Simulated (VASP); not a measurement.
Wanted: the native input for a VASP 6.6.1 run.

* Task: single point
* Functional: PBE
* Potentials or basis: VASP PAW PBE potentials, release 64 (K_sv, Mg, F)
* Cutoff: 520 eV
* k mesh: 6 × 6 × 6
* Occupations: gaussian, width 0.05 eV
* Spin: no spin polarisation
* Dipole correction: no
* Further INCAR settings: ALGO = Normal; EDIFF = 1e-06; NBANDS = 24

The structure of KMgF3 lies in POSCAR:

```
KMgF3
1.0
    3.9859000000      0.0000000000      0.0000000000
    0.0000000000      3.9859000000      0.0000000000
    0.0000000000      0.0000000000      3.9859000000
K Mg F
1 1 3
Direct
    0.5000000000      0.5000000000      0.5000000000
    0.0000000000      0.0000000000      0.0000000000
    0.5000000000      0.0887010187      0.0887010187
    0.0000000000      0.5887010187      0.0887010187
    0.0000000000      0.0887010187      0.5887010187
```

This cell differs from its parent crystal: all F atoms moved -0.500 Å, as atom 3 towards its neighbour atom 1 (K) at 2.818 Å.

These files were run (other wordings do the same):

INCAR

```
PREC = Accurate ; ENCUT = 520
EDIFF = 1E-6 ; ISMEAR = 0
SIGMA = 0.05 ; LREAL = F
LASPH = T ; NELM = 80
ALGO = Normal ; ISIF = 2
LWAVE = F ; LCHARG = T
GGA = PE ; LELF = T
LVHAR = T ; NBANDS = 24
```

KPOINTS

```
regular mesh
0
Gamma
  6 6 6
```

Potentials or basis: VASP PAW PBE potentials, release 64 (K_sv, Mg, F).

Run with:

```console
$ cat potpaw_PBE.64/K_sv/POTCAR potpaw_PBE.64/Mg/POTCAR potpaw_PBE.64/F/POTCAR > POTCAR
$ mpirun -np 1 vasp_std > vasp.out
```

Results of the run:

```json
{
 "Pressure": "16.1 GPa",
 "Largest force": "5.527 eV/Å",
 "Band gap on the k mesh": "7.17 eV, indirect (least direct gap 7.48 eV)"
}
```

Caveat: the cell differs from its parent crystal (all F atoms moved -0.500 Å, as atom 3 towards its neighbour atom 1 (K) at 2.818 Å); forces of over 1 eV/Å act on the atoms, so gaps and moduli don't describe the material at rest.

Wall time 90 s on 1 thread of Intel Xeon 6975P-C, on a shared host, peak memory 0.22 GiB.
